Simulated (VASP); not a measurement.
# Ti5WC6 (P-3m1) in VASP: further runs, part 2 of 2

VASP 6.6.1.

## (3) Single point, PBE

This run uses another cell than the first one, of 13.80 Å³/atom.

INCAR reads:

```
ALGO     = Normal         # electronic algorithm
EDIFF    = 1E-6           # SCF threshold, eV
ENCUT    = 520            # plane-wave cutoff, eV
GGA      = PE             # functional
ISIF     = 2              # what is computed and relaxed
ISMEAR   = 0              # smearing method
LASPH    = True           # aspherical terms in the spheres
LCHARG   = False          # write CHGCAR
LREAL    = False          # projectors in reciprocal space
LWAVE    = False          # write WAVECAR
NBANDS   = 61             # bands
NELM     = 100            # most SCF steps
PREC     = Accurate       # precision mode
SIGMA    = 0.1            # smearing width, eV
```

KPOINTS reads:

```
k-points
0
Gamma
  6 6 1
```

POSCAR reads:

```
Ti5WC6
1.0
    3.3917397900      0.0000000000      0.0000000000
   -1.6958698900      2.9373328200      0.0000000000
    0.0000000000      0.0000000000     16.6160636400
Ti W C
5 1 6
Direct
    0.6666666700      0.3333333300      0.6666666700
    0.3333333300      0.6666666700      0.3333333300
    0.6666666700      0.3333333300      0.1666666700
    0.0000000000      0.0000000000      0.0000000000
    0.3333333300      0.6666666700      0.8333333300
    0.0000000000      0.0000000000      0.5000000000
    0.3333333300      0.6666666700      0.5833333300
    0.6666666700      0.3333333300      0.4166666700
    0.0000000000      0.0000000000      0.2500000000
    0.3333333300      0.6666666700      0.0833333300
    0.6666666700      0.3333333300      0.9166666700
    0.0000000000      0.0000000000      0.7500000000
```

Potentials or basis: VASP PAW PBE potentials, release 64 (Ti_sv, W_sv, C).

Launch:

```console
$ cat potpaw_PBE.64/Ti_sv/POTCAR potpaw_PBE.64/W_sv/POTCAR potpaw_PBE.64/C/POTCAR > POTCAR
$ mpirun -np 1 vasp_std > vasp.out
```

OUTCAR:

```text
EDIFF = 1E-6
   ENCUT = 520
   GGA = PE
   ISIF = 2
   ISMEAR = 0
   LASPH = True
   LREAL = False
   NELM = 100
   PREC = Accurate

 ion  position               nearest neighbor table
   1  0.667  0.333  0.667-  12 2.40  12 2.40  12 2.40   7 2.40   7 2.40   7 2.40
   2  0.333  0.667  0.333-   9 2.40   9 2.40   9 2.40   8 2.40   8 2.40   8 2.40
   3  0.667  0.333  0.167-   9 2.40   9 2.40   9 2.40  10 2.40  10 2.40  10 2.40
   4  0.000  0.000  0.000-  10 2.40  11 2.40  10 2.40  11 2.40  11 2.40  10 2.40
   5  0.333  0.667  0.833-  12 2.40  12 2.40  12 2.40  11 2.40  11 2.40  11 2.40
   6  0.000  0.000  0.500-   7 2.40   8 2.40   7 2.40   8 2.40   8 2.40   7 2.40
   7  0.333  0.667  0.583-   6 2.40   6 2.40   6 2.40   1 2.40   1 2.40   1 2.40
   8  0.667  0.333  0.417-   6 2.40   6 2.40   6 2.40   2 2.40   2 2.40   2 2.40
   9  0.000  0.000  0.250-   2 2.40   3 2.40   2 2.40   3 2.40   3 2.40   2 2.40
  10  0.333  0.667  0.083-   4 2.40   4 2.40   4 2.40   3 2.40   3 2.40   3 2.40
  11  0.667  0.333  0.917-   4 2.40   4 2.40   4 2.40   5 2.40   5 2.40   5 2.40
  12  0.000  0.000  0.750-   1 2.40   5 2.40   5 2.40   1 2.40   1 2.40   5 2.40

  LATTYP: Found a hexagonal cell.
 ALAT       =     3.3917397900
 C/A-ratio  =     4.8989794821

  Lattice vectors:

 A1 = (   3.3917397900,   0.0000000000,   0.0000000000)
 A2 = (  -1.6958698900,   2.9373328200,   0.0000000000)
 A3 = (   0.0000000000,   0.0000000000,  16.6160636400)

Analysis of symmetry for initial positions (statically):
=====================================================================
 Subroutine PRICEL returns:
 Original cell was already a primitive cell.

 Routine SETGRP: Setting up the symmetry group for a
 hexagonal supercell.

 Subroutine GETGRP returns: Found 12 space group operations
 (whereof 12 operations were pure point group operations)
 out of a pool of 24 trial point group operations.

The static configuration has the point symmetry D_3d.

Analysis of symmetry for dynamics (positions and initial velocities):
=====================================================================
 Subroutine PRICEL returns:
 Original cell was already a primitive cell.

 Routine SETGRP: Setting up the symmetry group for a
 hexagonal supercell.

 Subroutine GETGRP returns: Found 12 space group operations
 (whereof 12 operations were pure point group operations)
 out of a pool of 24 trial point group operations.

The dynamic configuration has the point symmetry D_3d.

 Subroutine INISYM returns: Found 12 space group operations
 (whereof 12 operations are pure point group operations),
 and found     1 'primitive' translations

----------------------------------------------------------------------------------------

                                     Primitive cell

  volume of cell :     165.5403

  direct lattice vectors                    reciprocal lattice vectors
     3.391739790  0.000000000  0.000000000     0.294833938  0.170222453  0.000000000
    -1.695869890  2.937332820  0.000000000     0.000000000  0.340444907  0.000000000
     0.000000000  0.000000000 16.616063640     0.000000000  0.000000000  0.060182726

  length of vectors
[... 60 lines left out ...]
  0.166667  0.000000  0.000000      6.000000
  0.333333  0.000000  0.000000      6.000000
  0.500000  0.000000  0.000000      3.000000
  0.166667  0.166667  0.000000      6.000000
  0.333333  0.166667  0.000000     12.000000
  0.333333  0.333333  0.000000      2.000000
   k-points           NKPTS =      7   k-points in BZ     NKDIM =      7   number of bands    NBANDS=     61
   number of dos      NEDOS =    301   number of ions     NIONS =     12
   total plane-waves  NPLWV =  98784
   dimension x,y,z NGX =    28 NGY =   28 NGZ =  126
   dimension x,y,z NGXF=    56 NGYF=   56 NGZF=  252
   ions per type =               5   1   6
   NGX,Y,Z   is equivalent  to a cutoff of  13.72, 13.72, 12.61 a.u.
   NGXF,Y,Z  is equivalent  to a cutoff of  27.45, 27.45, 25.21 a.u.
 SYSTEM =  unknown system
   PREC   = accura    normal or accurate (medium, high low for compatibility)
   ISTART =      0    job   : 0-new  1-cont  2-samecut
   ICHARG =      2    charge: 1-file 2-atom 10-const
   ISPIN  =      1    spin polarized calculation?
   LNONCOLLINEAR =      F non collinear calculations
   LSORBIT =      F    spin-orbit coupling
   LASPH  =      T    aspherical Exc in radial PAW
   ENCUT  =  520.0 eV  38.22 Ry    6.18 a.u.   6.31  6.31 30.89*2*pi/ulx,y,z
   NELM   =    100;   NELMIN=  2; NELMDL= -5     # of ELM steps
   EDIFF  = 0.1E-05   stopping-criterion for ELM
   LREAL  =      F    real-space projection
[... 7 lines left out ...]
   TEBEG  =    0.0;   TEEND  =   0.0 temperature during run
   PSTRESS=    0.0 pullay stress
   NELECT =      98.0000    total number of electrons
   NUPDOWN=      -1.0000    fix difference up-down
   EMIN   =  10.00;   EMAX   =-10.00  energy-range for DOS
   EFERMI =   0.00;   METHOD = LEGACY
   ISMEAR =     0;   SIGMA  =   0.10  broadening in eV -4-tet -1-fermi 0-gaus
   EFERMI_NEDOS =   21; number of points for ismear=-14 and -15
   IALGO  =     38    algorithm
   IMIX   =      4    mixing-type and parameters
     AMIX     =   0.40;   BMIX     =  1.00
     AMIX_MAG =   1.60;   BMIX_MAG =  1.00
  volume/ion in A,a.u.               =      13.80        93.09
  Fermi-wavevector in a.u.,A,eV,Ry     =   1.374619  2.597653 25.709250  1.889577
  Thomas-Fermi vector in A             =   2.500029
   LORBIT       =      0    0 simple, 1 ext, 2 COOP (PROOUT), +10 PAW based schemes
   GGA     = PE    functional components
   LHFCALC =     F    Hartree Fock is set to
   AEXX    =    0.0000 exact exchange contribution
   IVDW    =     0    specifies the selected vdW correction
   LEPSILON=     F    determine dielectric tensor
   LRPA    =     F    only Hartree local field effects (RPA)
 non-spin polarized calculation
 Gauss-broadening in eV      SIGMA  =   0.10
  energy-cutoff  :      520.00
  volume of cell :      165.54
 maximum number of plane-waves:      4480
 NGX is ok and might be reduce to    28
   NGX = 13   NGY = 13   NGZ = 61

 number of electron      97.9999985 magnetization

 Free energy of the ion-electron system (eV)
  ---------------------------------------------------
  ext. energy  EPLUGINS =         0.00000000
  ---------------------------------------------------
  free energy    TOTEN  =      -108.28007116 eV

  energy without entropy =     -108.25682425  energy(sigma->0) =     -108.26844771

 E-fermi :   6.6692     XC(G=0): -11.3702

 val. band max:        6.6566146288   @ k =   0.5000   0.0000   0.0000
 cond. band min:       6.7432751901   @ k =   0.0000   0.0000   0.0000
 fundamental gap:      0.0866605613
 Fermi energy:         6.6691805473

 k-point     1 :       0.0000    0.0000    0.0000
  band No.  band energies     occupation
      1     -68.6809      2.00000
      2     -51.0967      2.00000
      3     -51.0967      2.00000
      4     -50.8217      2.00000
      5     -50.8212      2.00000
      6     -50.7527      2.00000
[... 437 lines left out ...]
     60       8.4013      0.00000
     61       8.7331      0.00000

------------------------ aborting loop because EDIFF is reached ----------------------------------------

  FORCE on cell =-STRESS in cart. coord.  units (eV):
  Direction    XX          YY          ZZ          XY          YZ          ZX
  --------------------------------------------------------------------------------------
  -------------------------------------------------------------------------------------
  Total      -45.0532022    -45.0532022    -44.5575579     -0.0000001      0.0000000     -0.0000000
  in kB     -436.0461093   -436.0461090   -431.2490303     -0.0000007      0.0000000     -0.0000000
  external PRESSURE =    -434.4470829 kB  Pullay stress =       0.0000000 kB

 VOLUME and BASIS-vectors are now :
 -----------------------------------------------------------------------------
  energy-cutoff  :      520.00
  volume of cell :      165.54
      direct lattice vectors                 reciprocal lattice vectors
     3.391739790  0.000000000  0.000000000     0.294833938  0.170222453  0.000000000
    -1.695869890  2.937332820  0.000000000     0.000000000  0.340444907  0.000000000
     0.000000000  0.000000000 16.616063640     0.000000000  0.000000000  0.060182726

 POSITION                                       TOTAL-FORCE (eV/Angst)
 -----------------------------------------------------------------------------------
      1.69587      0.97911     11.07738         0.000000     -0.000000      0.374150
     -0.00000      1.95822      5.53869        -0.000000      0.000000     -0.374150
      1.69587      0.97911      2.76934         0.000000     -0.000000     -0.293929
      0.00000      0.00000      0.00000         0.000000      0.000000      0.000000
     -0.00000      1.95822     13.84672        -0.000000      0.000000      0.293929
      0.00000      0.00000      8.30803         0.000000      0.000000      0.000000
     -0.00000      1.95822      9.69270         0.000000     -0.000000     -1.007394
      1.69587      0.97911      6.92336        -0.000000      0.000000      1.007394
      0.00000      0.00000      4.15402         0.000000     -0.000000      0.334833
     -0.00000      1.95822      1.38467         0.000000      0.000000      0.124197
      1.69587      0.97911     15.23139         0.000000     -0.000000     -0.124197
      0.00000      0.00000     12.46205         0.000000      0.000000     -0.334833
 -----------------------------------------------------------------------------------
    total drift:                                0.000000     -0.000000      0.000000

  FREE ENERGIE OF THE ION-ELECTRON SYSTEM (eV)
  ---------------------------------------------------
  free  energy   TOTEN  =      -108.2800711580 eV

  energy  without entropy=     -108.2568242522  energy(sigma->0) =     -108.26844771
```

Run time: 89 s. Hardware: 1 thread of AMD EPYC 9R45 (Zen 5), shared host; peak memory 0.3 GiB.

Results:

```
Free energy            : -108.2801 eV
Pressure               : -43.4 GPa
Largest force          : 1.007 eV/Å
Band gap on the k mesh : zero (bands 49 and 50 overlap by 0.74 eV)
```

Forces in eV/Å, atoms in the order of the input:
```
Ti   0.000  0.000  0.374
Ti   0.000  0.000 -0.374
Ti   0.000  0.000 -0.294
Ti   0.000  0.000  0.000
Ti   0.000  0.000  0.294
W    0.000  0.000  0.000
C    0.000  0.000 -1.007
C    0.000  0.000  1.007
C    0.000  0.000  0.335
C    0.000  0.000  0.124
C    0.000  0.000 -0.124
C    0.000  0.000 -0.335
```

Levels at points of the mesh, in eV from the Fermi level:
| k point | band 45 | band 46 | band 47 | band 48 | band 49 | band 50 | band 51 | band 52 | band 53 | band 54 |
| --- | --- | --- | --- | --- | --- | --- | --- | --- | --- | --- |
| (0.00, 0.00, 0.00) | -0.89 | -0.51 | -0.51 | 0.07 | 0.55 | 0.55 | 0.61 | 0.61 | 0.79 | 0.85 |
| (0.50, 0.00, 0.00) | -1.42 | -1.35 | -1.17 | -0.54 | -0.39 | -0.01 | 0.25 | 1.03 | 1.13 | 1.22 |

Caveat: the k points lie up to 0.38 Å⁻¹ apart, too coarse for converged energies and pressures of a metal; spin-orbit coupling is left out, which moves the levels of the heavy elements; forces of over 1 eV/Å act on the atoms, so gaps and moduli don't describe the material at rest.

The gap in the log of VASP goes by the Fermi energy; the results here count the filled bands.